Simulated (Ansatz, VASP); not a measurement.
## Two plane-wave programs on CdS

```
Cd S
1.0
     4.12453    0.00000    0.00000
    -2.06227    3.57195    0.00000
     0.00000    0.00000    6.70921
Cd S
2 2
Cartesian
  0.0000 2.3813 -0.3712
  2.0623 1.1907 2.9834
  0.0000 2.3813 2.9006
  2.0623 1.1907 6.2552
```

Change from the starting cell: polar distortion scaled by 0.10.

Alike in both runs: task single point; functional LDA; k mesh 9 × 9 × 4; no spin polarisation.

|  | VASP | Ansatz |
| --- | --- | --- |
| version | VASP 6.6.1 | Ansatz 0.2.0 |
| potentials or method | VASP PAW LDA potentials, release 64 (Cd, S), cutoff 520 eV | scalar-relativistic, plane waves, PAW |
| occupations | gaussian, width 0.01 eV | fixed |
| valence electrons in the cell | 36 | 52 |

Ansatz gave:

| Item | Value |
| --- | --- |
| gap on the k mesh at the Fermi level (eV) | 1.22 |
| least direct gap on the mesh (eV) | 1.22 |
| pressure (GPa) | 1.6 |
| traceless stress, the component that is largest in VASP (GPa) | -5.68 |
| rms of the force components (eV/Å) | 0.101 |

Q: What did VASP give for the same quantities?

A: gap on the k mesh at the Fermi level (eV): 1.25; least direct gap on the mesh (eV): 1.25; pressure (GPa): 2.2; traceless stress, the component that is largest in VASP (GPa): -6.22; rms of the force components (eV/Å): 0.105.

Ansatz warns that its potentials were made for another functional, while VASP's fit it. LDA's correlation is that of Perdew and Zunger in VASP and of Perdew and Wang (1992) in Ansatz. Atom by atom the forces differ by 0.004 eV/Å (rms over components). VASP's potentials hold 36 valence electrons a cell and Ansatz's 52, so a difference there can come from the potentials and not from the codes.
